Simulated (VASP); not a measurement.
# Ga2BAs3 (P4/mmm) in VASP: relaxation of cell and atoms with PBE

Aim: the relaxation of cell and atoms of Ga2BAs3 with PBE.

Everything below comes from runs of VASP 6.6.1. Logs are shortened: lines on timing, memory, paths and dates and some standing lists are left out, and cuts for length are marked.

## Step 1: The cell of the first run

Symmetry: P4/mmm, No. 123, tetragonal system. The conventional cell has a = 3.132 Å, b = 3.132 Å, c = 11.250 Å, α = 90.00°, β = 90.00°, γ = 90.00°. Ga (site symmetry 4mm) has 8 As at 2.86 to 3.42 Å and 5 Ga at 3.13 to 3.60 Å and 1 B at 3.82 Å within 3.9 Å. Within 3.3 Å of B (site symmetry 4/mmm) lie 8 As at 2.53 Å and 4 B at 3.13 Å. As (site symmetry 4mm) has 5 As at 2.44 to 3.13 Å and 4 B at 2.53 Å within 3.2 Å. As (site symmetry 4/mmm) has 8 Ga at 2.86 Å and 4 As at 3.13 Å within 3.8 Å.

The cell was generated, and may not be a known phase.

## Step 2: Relaxation of cell and atoms, PBE

Input file INCAR:

```
SYSTEM = Ga2BAs3
PREC     = Accurate       ! precision mode
ENCUT    = 600            ! plane-wave cutoff, eV
EDIFF    = 1E-7           ! SCF threshold, eV
ISMEAR   = 0              ! smearing method
SIGMA    = 0.1            ! smearing width, eV
LREAL    = .FALSE.        ! projectors in reciprocal space
LASPH    = .TRUE.         ! aspherical terms in the spheres
NELM     = 60             ! most SCF steps
ALGO     = Normal         ! electronic algorithm
ISIF     = 3              ! what is computed and relaxed
LWAVE    = .FALSE.        ! write WAVECAR
LCHARG   = .FALSE.        ! write CHGCAR
GGA      = PE             ! functional
IBRION   = 2              ! ionic algorithm
NSW      = 100            ! ionic steps
EDIFFG   = -0.01          ! ionic threshold
```

Input file KPOINTS:

```
regular mesh
0
G
  12 12 4
  0 0 0
```

Input file POSCAR:

```
Ga2BAs3
1.0
    3.1319019588      0.0000000000      0.0000000000
    0.0000000000      3.1319019588      0.0000000000
    0.0000000000      0.0000000000     11.2496385202
Ga B As
2 1 3
Direct
    0.0000000000      0.0000000000      0.3398023094
    0.0000000000      0.0000000000      0.6601976906
    0.0000000000      0.0000000000      0.0000000000
    0.5000000000      0.5000000000      0.1086228153
    0.5000000000      0.5000000000      0.5000000000
    0.5000000000      0.5000000000      0.8913771847
```

Potentials or basis: VASP PAW PBE potentials, release 64 (Ga_d, B, As).

On the command line:

```bash
$ cat potpaw_PBE.64/Ga_d/POTCAR potpaw_PBE.64/B/POTCAR potpaw_PBE.64/As/POTCAR > POTCAR
$ mpirun -np 1 vasp_std > vasp.out
```

OUTCAR:

```text
SYSTEM = Ga2BAs3
   PREC = Accurate
   ENCUT = 600
   EDIFF = 1E-7
   ISMEAR = 0
   LREAL = .FALSE.
   LASPH = .TRUE.
   NELM = 60
   ISIF = 3
   GGA = PE
   IBRION = 2
   NSW = 100
   EDIFFG = -0.01

 ion  position               nearest neighbor table
   1  0.000  0.000  0.340-   5 2.86   5 2.86   5 2.86   5 2.86
   2  0.000  0.000  0.660-   5 2.86   5 2.86   5 2.86   5 2.86
   3  0.000  0.000  0.000-   4 2.53   6 2.53   4 2.53   6 2.53   4 2.53   6 2.53   4 2.53   6 2.53

   4  0.500  0.500  0.109-   6 2.44   3 2.53   3 2.53   3 2.53   3 2.53
   5  0.500  0.500  0.500-   1 2.86   2 2.86   1 2.86   2 2.86   1 2.86   2 2.86   1 2.86   2 2.86

   6  0.500  0.500  0.891-   4 2.44   3 2.53   3 2.53   3 2.53   3 2.53

  LATTYP: Found a simple tetragonal cell.
 ALAT       =     3.1319019588
 C/A-ratio  =     3.5919510471

  Lattice vectors:

 A1 = (   3.1319019588,   0.0000000000,   0.0000000000)
 A2 = (   0.0000000000,   3.1319019588,   0.0000000000)
 A3 = (   0.0000000000,   0.0000000000,  11.2496385202)

Analysis of symmetry for initial positions (statically):
=====================================================================
 Subroutine PRICEL returns:
 Original cell was already a primitive cell.

 Routine SETGRP: Setting up the symmetry group for a
 simple tetragonal supercell.

 Subroutine GETGRP returns: Found 16 space group operations
 (whereof 16 operations were pure point group operations)
 out of a pool of 16 trial point group operations.

The static configuration has the point symmetry D_4h.

Analysis of symmetry for dynamics (positions and initial velocities):
=====================================================================
 Subroutine PRICEL returns:
 Original cell was already a primitive cell.

 Routine SETGRP: Setting up the symmetry group for a
 simple tetragonal supercell.

 Subroutine GETGRP returns: Found 16 space group operations
 (whereof 16 operations were pure point group operations)
 out of a pool of 16 trial point group operations.

The dynamic configuration has the point symmetry D_4h.

 Subroutine INISYM returns: Found 16 space group operations
 (whereof 16 operations are pure point group operations),
 and found     1 'primitive' translations

----------------------------------------------------------------------------------------

                                     Primitive cell

  volume of cell :     110.3456

  direct lattice vectors                    reciprocal lattice vectors
     3.131901959  0.000000000  0.000000000     0.319294797  0.000000000  0.000000000
     0.000000000  3.131901959  0.000000000     0.000000000  0.319294797  0.000000000
     0.000000000  0.000000000 11.249638520     0.000000000  0.000000000  0.088891745

  length of vectors
     3.131901959  3.131901959 11.249638520     0.319294797  0.319294797  0.088891745

  position of ions in fractional coordinates (direct lattice)
     0.000000000  0.000000000  0.339802309
     0.000000000  0.000000000  0.660197691
     0.000000000  0.000000000  0.000000000
     0.500000000  0.500000000  0.108622815
     0.500000000  0.500000000  0.500000000
     0.500000000  0.500000000  0.891377185

  ion indices of the primitive-cell ions
   primitive index   ion index
                 1           1
                 2           2
                 3           3
                 4           4
                 5           5
                 6           6

----------------------------------------------------------------------------------------

 KPOINTS: regular mesh

Automatic generation of k-mesh.
 Grid dimensions read from file:
 generate k-points for:   12   12    4

 Generating k-lattice:

  Cartesian coordinates                     Fractional coordinates (reciprocal lattice)
     0.026607900  0.000000000  0.000000000     0.083333333  0.000000000  0.000000000
     0.000000000  0.026607900  0.000000000     0.000000000  0.083333333  0.000000000
     0.000000000  0.000000000  0.022222936     0.000000000  0.000000000  0.250000000

  Length of vectors
     0.026607900  0.026607900  0.022222936

  Shift w.r.t. Gamma in fractional coordinates (k-lattice)
     0.000000000  0.000000000  0.000000000

 Subroutine IBZKPT returns following result:
 ===========================================

 Found     84 irreducible k-points:

 Following reciprocal coordinates:
            Coordinates               Weight
  0.000000  0.000000  0.000000      1.000000
  0.083333  0.000000  0.000000      4.000000
  0.166667  0.000000  0.000000      4.000000
  0.250000  0.000000  0.000000      4.000000
  0.333333  0.000000  0.000000      4.000000
  0.416667  0.000000  0.000000      4.000000
[... 16 lines left out ...]
  0.333333  0.333333  0.000000      4.000000
  0.416667  0.333333  0.000000      8.000000
 [... further k-points ...]
   k-points           NKPTS =     84   k-points in BZ     NKDIM =     84   number of bands    NBANDS=     26
   number of dos      NEDOS =    301   number of ions     NIONS =      6
   total plane-waves  NPLWV =  70560
   dimension x,y,z NGX =    28 NGY =   28 NGZ =   90
   dimension x,y,z NGXF=    56 NGYF=   56 NGZF=  180
   ions per type =               2   1   3
   NGX,Y,Z   is equivalent  to a cutoff of  14.86, 14.86, 13.30 a.u.
   NGXF,Y,Z  is equivalent  to a cutoff of  29.73, 29.73, 26.60 a.u.
 SYSTEM =  Ga2BAs3
   PREC   = accura    normal or accurate (medium, high low for compatibility)
   ISTART =      0    job   : 0-new  1-cont  2-samecut
   ICHARG =      2    charge: 1-file 2-atom 10-const
   ISPIN  =      1    spin polarized calculation?
   LNONCOLLINEAR =      F non collinear calculations
   LSORBIT =      F    spin-orbit coupling
   LASPH  =      T    aspherical Exc in radial PAW
   ENCUT  =  600.0 eV  44.10 Ry    6.64 a.u.   6.26  6.26 22.47*2*pi/ulx,y,z
   NELM   =     60;   NELMIN=  2; NELMDL= -5     # of ELM steps
   EDIFF  = 0.1E-06   stopping-criterion for ELM
   LREAL  =      F    real-space projection
   EDIFFG = -.1E-01   stopping-criterion for IOM
   NSW    =    100    number of steps for IOM
   IBRION =      2    ionic relax: 0-MD 1-quasi-New 2-CG
   NFREE  =      1    steps in history (QN), initial steepest desc. (CG)
   ISIF   =      3    stress and relaxation
   ISYM   =      2    0-nonsym 1-usesym 2-fastsym
   POTIM  = 0.5000    time-step for ionic-motion
   TEBEG  =    0.0;   TEEND  =   0.0 temperature during run
   PSTRESS=    0.0 pullay stress
   NELECT =      44.0000    total number of electrons
   NUPDOWN=      -1.0000    fix difference up-down
   EMIN   =  10.00;   EMAX   =-10.00  energy-range for DOS
   EFERMI =   0.00;   METHOD = LEGACY
   ISMEAR =     0;   SIGMA  =   0.10  broadening in eV -4-tet -1-fermi 0-gaus
   EFERMI_NEDOS =   21; number of points for ismear=-14 and -15
   IALGO  =     38    algorithm
   IMIX   =      4    mixing-type and parameters
     AMIX     =   0.40;   BMIX     =  1.00
     AMIX_MAG =   1.60;   BMIX_MAG =  1.00
  volume/ion in A,a.u.               =      18.39       124.11
  Fermi-wavevector in a.u.,A,eV,Ry     =   1.204964  2.277052 19.754821  1.451938
  Thomas-Fermi vector in A             =   2.340674
   LORBIT       =      0    0 simple, 1 ext, 2 COOP (PROOUT), +10 PAW based schemes
   GGA     = PE    functional components
   LHFCALC =     F    Hartree Fock is set to
   AEXX    =    0.0000 exact exchange contribution
   IVDW    =     0    specifies the selected vdW correction
   LEPSILON=     F    determine dielectric tensor
   LRPA    =     F    only Hartree local field effects (RPA)
 conjugate gradient relaxation of ions
 non-spin polarized calculation
 Gauss-broadening in eV      SIGMA  =   0.10
  energy-cutoff  :      600.00
  volume of cell :      110.35
 maximum number of plane-waves:      3728
 NGX is ok and might be reduce to    28
   NGX = 13   NGY = 13   NGZ = 45

--------------------------------------- Ionic step        1  -------------------------------------------

 number of electron      44.0000004 magnetization

 Free energy of the ion-electron system (eV)
  ---------------------------------------------------
  ext. energy  EPLUGINS =         0.00000000
  ---------------------------------------------------
  free energy    TOTEN  =       -23.23773320 eV

  energy without entropy =      -23.22484843  energy(sigma->0) =      -23.23129082

------------------------ aborting loop because EDIFF is reached ----------------------------------------

  FORCE on cell =-STRESS in cart. coord.  units (eV):
  Direction    XX          YY          ZZ          XY          YZ          ZX
  --------------------------------------------------------------------------------------
  -------------------------------------------------------------------------------------
  Total       -0.4873257     -0.4873257      1.4299189      0.0000000     -0.0000000      0.0000000
  in kB       -7.0757914     -7.0757914     20.7619000      0.0000000     -0.0000000      0.0000000
  external PRESSURE =       2.2034391 kB  Pullay stress =       0.0000000 kB
[... 101 lines left out ...]
  FREE ENERGIE OF THE ION-ELECTRON SYSTEM (eV)
  ---------------------------------------------------
  free  energy   TOTEN  =       -23.2993006663 eV

  energy  without entropy=      -23.2896257839  energy(sigma->0) =      -23.29446323

[... ionic steps 4 to 20 ...]

--------------------------------------- Ionic step       21  -------------------------------------------

 number of electron      44.0000023 magnetization

------------------------ aborting loop because EDIFF is reached ----------------------------------------

  FORCE on cell =-STRESS in cart. coord.  units (eV):
  Direction    XX          YY          ZZ          XY          YZ          ZX
  --------------------------------------------------------------------------------------
  -------------------------------------------------------------------------------------
  Total       -0.0639742     -0.0639742     -0.0135622      0.0000000      0.0000000      0.0000000
  in kB       -0.9106094     -0.9106094     -0.1930438      0.0000000      0.0000000      0.0000000
  external PRESSURE =      -0.6714209 kB  Pullay stress =       0.0000000 kB
[... 65 lines left out ...]
  energy  without entropy=      -23.3872370328  energy(sigma->0) =      -23.39235430

--------------------------------------- Ionic step       23  -------------------------------------------

 number of electron      44.0000017 magnetization

 Free energy of the ion-electron system (eV)
  ---------------------------------------------------
  ext. energy  EPLUGINS =         0.00000000
  ---------------------------------------------------
  free energy    TOTEN  =       -23.39750311 eV

  energy without entropy =      -23.38723117  energy(sigma->0) =      -23.39236714

 E-fermi :   5.3642     XC(G=0): -10.4054

 val. band max:        5.3630564961   @ k =   0.4167   0.2500   0.0000
 cond. band min:       5.3735567850   @ k =   0.4167   0.2500   0.2500
 fundamental gap:      0.0105002889
 Fermi energy:         5.3642400339

 k-point     1 :       0.0000    0.0000    0.0000
  band No.  band energies     occupation
      1     -10.2606      2.00000
      2      -9.5878      2.00000
      3      -9.5873      2.00000
      4      -9.5172      2.00000
      5      -9.5074      2.00000
      6      -9.4080      2.00000
[... 685 lines left out ...]
     25       6.5278      0.00000
     26       6.6311      0.00000

 [... further k-points ...]
[... 5 lines left out ...]
  --------------------------------------------------------------------------------------
  -------------------------------------------------------------------------------------
  Total        0.0056689      0.0056689     -0.0473946      0.0000000      0.0000000     -0.0000000
  in kB        0.0807053      0.0807053     -0.6747326      0.0000000      0.0000000     -0.0000000
  external PRESSURE =      -0.1711073 kB  Pullay stress =       0.0000000 kB
[... 21 lines left out ...]
  FREE ENERGIE OF THE ION-ELECTRON SYSTEM (eV)
  ---------------------------------------------------
  free  energy   TOTEN  =       -23.3975031102 eV

  energy  without entropy=      -23.3872311725  energy(sigma->0) =      -23.39236714

 reached required accuracy - stopping structural energy minimisation
```

It took 56 min on 1 thread of Oxide Virtual Turin-like, shared host; peak memory 0.46 GiB.

What came out:

```
Free energy                           : -23.3975 eV
Relaxed volume                        : 18.76 Å³/atom
Relaxed cell                          : a = 3.026 Å, b = 3.026 Å, c = 12.288 Å, α = 90.00°, β = 90.00°, γ = 90.00°
Space group after relaxing (to 0.1 Å) : P4/mmm (No. 123)
Energy gained by relaxing             : 26.6 meV/atom
Ionic steps                           : 23
Pressure after relaxing               : 0.0 GPa
Largest force after relaxing          : 0.010 eV/Å
```

Forces in eV/Å, atoms in the order of the input:
```
Ga   0.000  0.000  0.005
Ga   0.000  0.000 -0.005
B    0.000  0.000  0.000
As   0.000  0.000 -0.010
As   0.000  0.000  0.000
As   0.000  0.000  0.010
```

The path:
| step | energy change (eV) | largest force (eV/Å) | pressure (GPa) | volume (Å³) |
| --- | --- | --- | --- | --- |
| 1 | 0.0000 | 0.3173 | 0.22 | 110.35 |
| 2 | -0.0270 | 0.3051 | -0.24 | 110.74 |
| 3 | -0.0616 | 0.5072 | -1.13 | 111.56 |
| 4 | -0.0318 | 1.1386 | -2.35 | 112.96 |
| 5 | -0.0682 | 0.6868 | -1.44 | 111.90 |
| 6 | -0.0830 | 0.6588 | -1.17 | 111.55 |
| 7 | -0.1210 | 0.5618 | -0.39 | 110.51 |
| 8 | -0.1288 | 0.2857 | 1.45 | 108.35 |
| 9 | -0.1380 | 0.4067 | 0.68 | 109.23 |
| 10 | -0.1488 | 0.1980 | 0.68 | 109.63 |
| 11 | -0.1551 | 0.0335 | 0.73 | 110.23 |
| 12 | -0.1552 | 0.0681 | 0.73 | 110.32 |
| 13 | -0.1579 | 0.0186 | 0.19 | 111.23 |
| 14 | -0.1581 | 0.0341 | -0.02 | 111.58 |
| 15 | -0.1583 | 0.0332 | -0.02 | 111.63 |
| 16 | -0.1588 | 0.0302 | 0.01 | 111.78 |
| 17 | -0.1593 | 0.0241 | 0.03 | 112.08 |
| 18 | -0.1595 | 0.0250 | 0.05 | 112.26 |
| 19 | -0.1595 | 0.0235 | 0.07 | 112.25 |
| 20 | -0.1596 | 0.0196 | -0.09 | 112.59 |
| 21 | -0.1596 | 0.0200 | -0.07 | 112.56 |
| 22 | -0.1597 | 0.0107 | -0.04 | 112.55 |
| 23 | -0.1598 | 0.0096 | -0.02 | 112.54 |

Final structure:
```cif
data_structure
_symmetry_space_group_name_H-M 'P 1'
_symmetry_Int_Tables_number 1
_cell_length_a 3.0263
_cell_length_b 3.0263
_cell_length_c 12.2880
_cell_angle_alpha 90.000
_cell_angle_beta 90.000
_cell_angle_gamma 90.000
_cell_volume 112.54
loop_
_atom_site_label
_atom_site_type_symbol
_atom_site_fract_x
_atom_site_fract_y
_atom_site_fract_z
_atom_site_occupancy
Ga1 Ga 0.00000 0.00000 0.32861 1
Ga2 Ga 0.00000 0.00000 0.67139 1
B1 B 0.00000 0.00000 0.00000 1
As1 As 0.50000 0.50000 0.09981 1
As2 As 0.50000 0.50000 0.50000 1
As3 As 0.50000 0.50000 0.90019 1
```

Caveat: the highest band is partly filled, so the run has too few bands.
